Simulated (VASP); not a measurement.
## LiF: single point with LDA

LiF:

```xyz
2
Lattice="2.5595 0.0000 0.0000 0.0000 2.5595 0.0000 0.0000 0.0000 2.5595" Properties=species:S:1:pos:R:3 pbc="T T T"
Li    0.0000    0.0000    0.0000
F     1.2798    1.2798    1.2798
```

| Property | Result |
| --- | --- |
| Program | VASP 6.6.1 |
| Task | single point |
| Functional | LDA |
| Potentials or basis | VASP PAW LDA potentials, release 64 (Li_sv, F) |
| Cutoff | 750 eV |
| k mesh | 4 × 4 × 4 |
| Occupations | gaussian, width 0.01 eV |
| Spin | no spin polarisation |
| Dipole correction | no |
| Further INCAR settings | ALGO = Normal; EDIFF = 1e-06; NBANDS = 12 |

* Pressure: -8.0 GPa
* Band gap on the k mesh: 7.29 eV, indirect (least direct gap 7.97 eV)

Levels at points of the mesh, in eV from the valence-band top:
```csv
k point,band 3,band 4,band 5,band 6,band 7,band 8
"(0.00, 0.00, 0.00)",-0.69,-0.69,-0.69,7.29,18.42,18.42
"(0.50, 0.00, 0.00)",-3.75,-0.28,-0.28,8.78,13.70,19.90
"(0.50, 0.50, 0.00)",-3.33,-3.33,0.00,13.00,13.28,13.28
"(0.50, 0.50, 0.50)",-2.29,-2.29,-2.29,10.70,10.70,10.70
```

Wall time 2.6 s on 1 thread of Intel(R) Xeon(R) Platinum 8259CL CPU @ 2.50GHz (Skylake/Cascade Lake) (shared host), peak memory 0.12 GiB.

Caveat: the k points lie up to 0.61 Å⁻¹ apart. A k mesh can miss the band edges.
